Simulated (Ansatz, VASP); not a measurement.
# Pd in VASP and in Ansatz

```
Pd
1.0
     1.36929    0.79056    6.87665
    -1.36929    0.79056    6.87665
     0.00000   -1.58112    6.87665
Pd
3
Direct
  0.00000 0.00000 0.00000
  0.22246 0.22246 0.22246
  0.77754 0.77754 0.77754
```

Alike in both runs: task relaxation of cell and atoms; functional r2SCAN; k mesh 9 × 9 × 9; occupations gaussian, width 0.1 eV; no spin polarisation.

|  | VASP | Ansatz |
| --- | --- | --- |
| version | VASP 6.6.1 | Ansatz 0.2.0 |
| potentials or method | VASP PAW PBE potentials, release 64 (Pd), cutoff 600 eV | scalar-relativistic, plane waves, PAW |
| valence electrons in the cell | 30 | 54 |

Ansatz gave:

```
gap on the k mesh at the Fermi level, each at its own relaxed structure (eV) : none
relaxed volume (Å³/atom)                                                     : 14.96
relaxed cell length with the largest relative difference (Å)                 : 7.020
```

**Question.** What did VASP give for the same quantities?

**Answer.** gap on the k mesh at the Fermi level, each at its own relaxed structure (eV): none; relaxed volume (Å³/atom): 15.01; relaxed cell length with the largest relative difference (Å): 7.039.

VASP's potentials were made for PBE, not for r2SCAN. A gap of «none» marks a metal or a gap that the smearing closes. VASP's potentials hold 30 valence electrons a cell and Ansatz's 54, so a difference there can come from the potentials and not from the codes.
